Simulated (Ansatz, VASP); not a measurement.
**One calculation of BP, two programs**

```
CELL_PARAMETERS angstrom
0.00000 2.26832 2.26832
2.26832 0.00000 2.26832
2.26832 2.26832 0.00000
ATOMIC_POSITIONS crystal
B 0.00000 0.00000 0.00000
P 0.25000 0.25000 0.25000
```

Alike in both runs: task single point; functional HSE06; k mesh 6 × 6 × 6; no spin polarisation.

|  | VASP | Ansatz |
| --- | --- | --- |
| version | VASP 6.6.1 | Ansatz 0.2.0 |
| potentials or method | VASP PAW PBE potentials, release 64 (B, P) | plane waves, PAW |
| plane-wave cutoff (eV) | 520 | 420 |
| occupations | gaussian, width 0.01 eV | fixed |
| valence electrons in the cell | 8 | 8 |

```csv
,VASP,Ansatz,Ansatz less VASP
gap on the k mesh at the Fermi level (eV),2.06,2.06,+0.004
pressure (GPa),-1.9,-1.3,+0.55
```

Ansatz's warnings: stress exchange threshold loose, stress scf threshold loose.
